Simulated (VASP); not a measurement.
Set up this calculation in VASP 6.6.1, as the native input.

```
Task                   : single point
Functional             : PBE
Potentials or basis    : VASP PAW PBE potentials, release 64 (Ga_d, N)
Cutoff                 : 600 eV
k mesh                 : 9 × 9 × 9
Occupations            : fermi-dirac, width 0.05 eV
Spin                   : no spin polarisation
Dipole correction      : no
Further INCAR settings : ALGO = Normal; EDIFF = 1e-06; NBANDS = 16
```

The structure of GaN lies in POSCAR:

```
GaN
1.0
    0.0000000000      2.2490600000      2.2490600000
    2.2490600000      0.0000000000      2.2490600000
    2.2490600000      2.2490600000      0.0000000000
Ga N
1 1
Direct
    0.0000000000      0.0000000000      0.0000000000
    0.2500000000      0.2500000000      0.2500000000
```

The input as run:

INCAR

```
PREC = Accurate
ENCUT = 600
EDIFF = 1E-6
ISMEAR = -1
SIGMA = 0.05
LREAL = F
LASPH = T
NELM = 120
ALGO = Normal
ISIF = 2
LWAVE = F
LCHARG = F
GGA = PE
NBANDS = 16
GGA_COMPAT = F
```

KPOINTS

```
Automatic mesh
0
Gamma
  9 9 9
```

Potentials or basis: VASP PAW PBE potentials, release 64 (Ga_d, N).

The run is started by

```bash
$ cat potpaw_PBE.64/Ga_d/POTCAR potpaw_PBE.64/N/POTCAR > POTCAR
$ mpirun -np 1 vasp_std > vasp.out
```

It gave:

- Pressure: 6.1 GPa
- Band gap on the k mesh: 1.76 eV, direct

It took 17 s on 1 thread of Intel(R) Xeon(R) Platinum 8488C (Sapphire Rapids), with other jobs on the host, peak memory 0.16 GiB.
